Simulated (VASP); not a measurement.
# InAs (F-43m) in VASP: further runs, part 2 of 2

VASP 6.6.1.

## (4) Single point, r2SCAN

POSCAR reads:

```
InAs
1.0
    0.0000000000      3.0545904669      3.0545904669
    3.0545904669      0.0000000000      3.0545904669
    3.0545904669      3.0545904669      0.0000000000
In As
1 1
Direct
    0.0000000000      0.0000000000      0.0000000000
    0.2500000000      0.2500000000      0.2500000000
```

INCAR.step1 reads:

```
SYSTEM = InAs
PREC = Accurate ; ENCUT = 520
ISMEAR = -1 ; SIGMA = 0.02
LREAL = .FALSE. ; LASPH = .TRUE.
NELM = 80 ; NBANDS = 16
GGA = PE ; ALGO = Normal
EDIFF = 1E-4 ; LWAVE = .TRUE.
LCHARG = .FALSE.
```

INCAR.step2 reads:

```
SYSTEM = InAs
PREC = Accurate ; ENCUT = 520
EDIFF = 1E-6 ; ISMEAR = -1
SIGMA = 0.02 ; LREAL = .FALSE.
LASPH = .TRUE. ; NELM = 80
ALGO = Normal ; ISIF = 2
LWAVE = .FALSE. ; LCHARG = .FALSE.
METAGGA = R2SCAN ; LMIXTAU = .TRUE.
NBANDS = 16 ; ISTART = 1
```

KPOINTS reads:

```
Automatic mesh
0
G
  6 6 6
  0 0 0
```

Potentials or basis: VASP PAW PBE potentials, release 64 (In_d, As).

The run is started by

```
> cat potpaw_PBE.64/In_d/POTCAR potpaw_PBE.64/As/POTCAR > POTCAR
> cp INCAR.step1 INCAR
> mpirun -np 1 vasp_std > vasp.out
> cp INCAR.step2 INCAR
> mpirun -np 1 vasp_std > vasp.out
```

OUTCAR:

```text
SYSTEM = InAs
   PREC = Accurate
   ENCUT = 520
   EDIFF = 1E-6
   ISMEAR = -1
   LREAL = .FALSE.
   LASPH = .TRUE.
   NELM = 80
   ISIF = 2
   METAGGA = R2SCAN
   ISTART = 1

 ion  position               nearest neighbor table
   1  0.000  0.000  0.000-   2 2.65   2 2.65   2 2.65   2 2.65
   2  0.250  0.250  0.250-   1 2.65   1 2.65   1 2.65   1 2.65

  LATTYP: Found a face centered cubic cell.
 ALAT       =     6.1091809338

  Lattice vectors:

 A1 = (   0.0000000000,   3.0545904669,   3.0545904669)
 A2 = (   3.0545904669,   0.0000000000,   3.0545904669)
 A3 = (   3.0545904669,   3.0545904669,   0.0000000000)

Analysis of symmetry for initial positions (statically):
=====================================================================
 Subroutine PRICEL returns:
 Original cell was already a primitive cell.

 Routine SETGRP: Setting up the symmetry group for a
 face centered cubic supercell.

 Subroutine GETGRP returns: Found 24 space group operations
 (whereof 24 operations were pure point group operations)
 out of a pool of 48 trial point group operations.

The static configuration has the point symmetry T_d .

Analysis of symmetry for dynamics (positions and initial velocities):
=====================================================================
 Subroutine PRICEL returns:
 Original cell was already a primitive cell.

 Routine SETGRP: Setting up the symmetry group for a
 face centered cubic supercell.

 Subroutine GETGRP returns: Found 24 space group operations
 (whereof 24 operations were pure point group operations)
 out of a pool of 48 trial point group operations.

The dynamic configuration has the point symmetry T_d .

 Subroutine INISYM returns: Found 24 space group operations
 (whereof 24 operations are pure point group operations),
 and found     1 'primitive' translations

----------------------------------------------------------------------------------------

                                     Primitive cell

[... 98 lines left out ...]
   IALGO  =     38    algorithm
   IMIX   =      4    mixing-type and parameters
     AMIX     =   0.40;   BMIX     =  1.00
     AMIX_MAG =   1.60;   BMIX_MAG =  1.00
  volume/ion in A,a.u.               =      28.50       192.33
  Fermi-wavevector in a.u.,A,eV,Ry     =   1.114815  2.106694 16.909480  1.242812
  Thomas-Fermi vector in A             =   2.251413
   LORBIT       =      0    0 simple, 1 ext, 2 COOP (PROOUT), +10 PAW based schemes
   METAGGA = R2SCAN    functional components
   LHFCALC =     F    Hartree Fock is set to
   AEXX    =    0.0000 exact exchange contribution
   IVDW    =     0    specifies the selected vdW correction
   LEPSILON=     F    determine dielectric tensor
   LRPA    =     F    only Hartree local field effects (RPA)
 non-spin polarized calculation
  energy-cutoff  :      520.00
  volume of cell :       57.00
 maximum number of plane-waves:      1572
   NGX = 17   NGY = 17   NGZ = 17

 number of electron      17.9999996 magnetization

 Free energy of the ion-electron system (eV)
  ---------------------------------------------------
  ext. energy  EPLUGINS =         0.00000000
  ---------------------------------------------------
  free energy    TOTEN  =       -38.04524415 eV

  energy without entropy =      -38.04500706  energy(sigma->0) =      -38.04512561

 E-fermi :   4.0244     XC(G=0):  -9.5137

 val. band max:        3.9728554287   @ k =   0.0000   0.0000   0.0000
 cond. band min:       4.0507777248   @ k =   0.0000   0.0000   0.0000
 fundamental gap:      0.0779222961
 Fermi energy:         4.0244464130

 k-point     1 :       0.0000    0.0000    0.0000
  band No.  band energies     occupation
      1     -10.8290      2.00000
      2     -10.8289      2.00000
      3     -10.8289      2.00000
      4     -10.6949      2.00000
      5     -10.6949      2.00000
      6      -8.1267      2.00000
[... 281 lines left out ...]
      3     -10.7542      2.00000
      4     -10.7162      2.00000
      5     -10.6816      2.00000
      6      -6.1094      2.00000
[... 8 lines left out ...]
     15      16.0506      0.00000
     16      16.3798      0.00000

------------------------ aborting loop because EDIFF is reached ----------------------------------------

  FORCE on cell =-STRESS in cart. coord.  units (eV):
  Direction    XX          YY          ZZ          XY          YZ          ZX
  --------------------------------------------------------------------------------------
  -------------------------------------------------------------------------------------
  Total       -0.0042594     -0.0042594     -0.0042594      0.0000000     -0.0000000     -0.0000000
  in kB       -0.1197223     -0.1197223     -0.1197223      0.0000000     -0.0000000     -0.0000000
  external PRESSURE =      -0.1197223 kB  Pullay stress =       0.0000000 kB

 VOLUME and BASIS-vectors are now :
 -----------------------------------------------------------------------------
  energy-cutoff  :      520.00
  volume of cell :       57.00
      direct lattice vectors                 reciprocal lattice vectors
     0.000000000  3.054590467  3.054590467    -0.163688064  0.163688064  0.163688064
     3.054590467  0.000000000  3.054590467     0.163688064 -0.163688064  0.163688064
     3.054590467  3.054590467  0.000000000     0.163688064  0.163688064 -0.163688064

 POSITION                                       TOTAL-FORCE (eV/Angst)
 -----------------------------------------------------------------------------------
      0.00000      0.00000      0.00000        -0.000000     -0.000000     -0.000000
      1.52730      1.52730      1.52730         0.000000      0.000000      0.000000
 -----------------------------------------------------------------------------------
    total drift:                               -0.000002     -0.000002     -0.000002

  FREE ENERGIE OF THE ION-ELECTRON SYSTEM (eV)
  ---------------------------------------------------
  free  energy   TOTEN  =       -38.0452441529 eV

  energy  without entropy=      -38.0450070592  energy(sigma->0) =      -38.04512561
```

OSZICAR.step1:

```text
N       E                     dE             d eps       ncg     rms          rms(c)
DAV:   1     0.113144648137E+03    0.11314E+03   -0.79977E+03   512   0.116E+03
DAV:   2    -0.633173110416E+00   -0.11378E+03   -0.10944E+03   584   0.287E+02
DAV:   3    -0.776276627538E+01   -0.71296E+01   -0.71023E+01   616   0.718E+01
DAV:   4    -0.794943021147E+01   -0.18666E+00   -0.18649E+00   728   0.132E+01
DAV:   5    -0.795725614389E+01   -0.78259E-02   -0.78259E-02   672   0.213E+00    0.436E+00
DAV:   6    -0.770841092135E+01    0.24885E+00   -0.37490E-01   824   0.100E+01    0.239E+00
DAV:   7    -0.768515660993E+01    0.23254E-01   -0.11043E-01   688   0.286E+00    0.719E-01
DAV:   8    -0.768645697000E+01   -0.13004E-02   -0.12932E-02   672   0.126E+00    0.177E-01
DAV:   9    -0.768707428526E+01   -0.61732E-03   -0.93340E-04   624   0.258E-01    0.106E-01
DAV:  10    -0.768725005712E+01   -0.17577E-03   -0.19630E-04   608   0.194E-01    0.540E-02
DAV:  11    -0.768730040600E+01   -0.50349E-04   -0.10523E-04   512   0.113E-01
   1 F= -.76873004E+01 E0= -.76871236E+01  d E =-.353627E-03
```

Run time: 33 s. Hardware: 1 thread of Intel Xeon Platinum 8559C (Emerald Rapids), shared host; peak memory 0.18 GiB.

What came out:

| Property | Result |
| --- | --- |
| Free energy | -38.0452 eV |
| Pressure | 0.0 GPa |
| Band gap on the k mesh | 0.08 eV, direct |

Levels at points of the mesh, in eV from the valence-band top:
```tsv
k point	band 7	band 8	band 9	band 10	band 11	band 12
(0.00, 0.00, 0.00)	0.00	0.00	0.00	0.08	4.25	4.25
(0.50, 0.00, 0.00)	-5.72	-0.97	-0.97	1.24	5.02	5.02
(0.50, 0.50, 0.00)	-5.81	-2.29	-2.29	1.87	2.34	9.62
```

Caveat: the PAW data sets were made with another functional, which shifts forces and pressure a little; spin-orbit coupling is left out, which moves the levels of the heavy elements.

## (5) Single point, r2SCAN

POSCAR is that of step 4.

INCAR.step1 reads:

```
  PREC = Accurate
  ENCUT = 520
  ISMEAR = -1
  SIGMA = 0.02
  LREAL = F
  LASPH = T
  NELM = 100
  NBANDS = 16
  GGA = PE
  ALGO = Normal
  EDIFF = 1E-4
  LWAVE = T
  LCHARG = F
```

INCAR.step2 reads:

```
  PREC = Accurate
  ENCUT = 520
  EDIFF = 1E-6
  ISMEAR = -1
  SIGMA = 0.02
  LREAL = F
  LASPH = T
  NELM = 100
  ALGO = Normal
  ISIF = 2
  LWAVE = F
  LCHARG = F
  METAGGA = R2SCAN
  LMIXTAU = T
  NBANDS = 16
  ISTART = 1
```

KPOINTS reads:

```
regular mesh
0
Gamma
  6 6 6
```

The run is started by

```
> cat potpaw_PBE.64/In_d/POTCAR potpaw_PBE.64/As/POTCAR > POTCAR
> cp INCAR.step1 INCAR
> mpirun -np 1 vasp_std > vasp.out
> cp INCAR.step2 INCAR
> mpirun -np 1 vasp_std > vasp.out
```

Wall time 34 s (1 thread of Intel Xeon Platinum 8559C (Emerald Rapids), shared host); peak memory 0.18 GiB.

The run converged. Its results:

- Free energy: -38.0452 eV
- Pressure: 0.0 GPa
- Band gap on the k mesh: 0.08 eV, direct

Levels at points of the mesh, in eV from the valence-band top:
```tsv
k point	band 7	band 8	band 9	band 10	band 11	band 12
(0.00, 0.00, 0.00)	0.00	0.00	0.00	0.08	4.25	4.25
(0.50, 0.00, 0.00)	-5.72	-0.97	-0.97	1.24	5.02	5.02
(0.50, 0.50, 0.00)	-5.81	-2.29	-2.29	1.87	2.34	9.62
```

Caveat: the PAW data sets were made with another functional, which shifts forces and pressure a little; spin-orbit coupling is left out, which moves the levels of the heavy elements.
